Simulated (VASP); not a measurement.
Set up this calculation in VASP 6.6.1, as the native input.

- Task: single point
- Functional: PBE
- Potentials or basis: VASP PAW PBE potentials, release 64 (Hf_pv, O, Nb_sv)
- Cutoff: 520 eV
- k mesh: 1 × 1 × 1
- Occupations: fermi-dirac, width 0.05 eV
- Spin: no spin polarisation
- Dipole correction: no
- Further INCAR settings: LREAL = Auto; ALGO = Normal; EDIFF = 1e-06; NBANDS = 94; ISYM = 0

The structure of HfNb2O7 lies in POSCAR:

```
HfNb2O7
1.0
    6.4007650000      0.1927990000     -0.0525750000
    0.1927990000      6.7053110000     -0.0913760000
   -0.0525750000     -0.0913760000      6.5638380000
Hf O Nb
2 14 4
Direct
    0.2680610533      0.8082876363      0.0953848040
    0.0829702912      0.2461789750      0.3467122457
    0.9403878503      0.7568303332      0.9793774648
    0.5490034861      0.2756338850      0.9014975964
    0.9831973206      0.5337376976      0.4572723177
    0.3775984702      0.2792198319      0.4914574721
    0.7778795907      0.8286254405      0.5626935792
    0.5343871962      0.9403247867      0.2153787958
    0.1009823943      0.9053712625      0.3562006487
    1.0333417572      0.1359174865      0.6530957253
    0.2911625060      0.5304941079      0.1913173814
    0.6885149726      0.5566791367      0.2106651303
    0.8005017218      0.1906510169      0.2510647437
    0.2187353765      0.1570558791      0.0764804297
    0.1524817662      0.4823742611      0.7990913486
    0.2902568595      0.8584900291      0.7875029273
    0.7988597372      0.7940679540      0.2673124785
    0.5210866801      0.3036688260      0.1865797381
    0.2711567638      0.2165686412      0.7716013471
    0.0369086152      0.7305507751      0.6820510010
```

These files were run (other wordings do the same):

INCAR

```
ALGO = Normal ; EDIFF = 1E-6
ENCUT = 520 ; GGA = PE
ISIF = 2 ; ISMEAR = -1
ISYM = 0 ; LASPH = True
LCHARG = True ; LELF = True
LREAL = Auto ; LVHAR = True
LWAVE = False ; NBANDS = 94
NELM = 100 ; PREC = Accurate
SIGMA = 0.05
```

KPOINTS

```
k-points
0
Gamma
  1 1 1
```

Potentials or basis: VASP PAW PBE potentials, release 64 (Hf_pv, O, Nb_sv).

The run is started by

```console
$ cat potpaw_PBE.64/Hf_pv/POTCAR potpaw_PBE.64/O/POTCAR potpaw_PBE.64/Nb_sv/POTCAR > POTCAR
$ mpirun -np 1 vasp_gam > vasp.out
```

Results of the run:

The pressure is -3.0 GPa and the largest force is 1.942 eV/Å. The band gap on the k mesh is 2.66 eV.

Caveat: the k points lie up to 0.98 Å⁻¹ apart; spin-orbit coupling is left out, which moves the levels of the heavy elements.

Run time: 78 s on 1 thread of Intel(R) Xeon(R) Platinum 8259CL CPU @ 2.50GHz (Skylake/Cascade Lake), with other jobs on the host, peak memory 0.33 GiB.
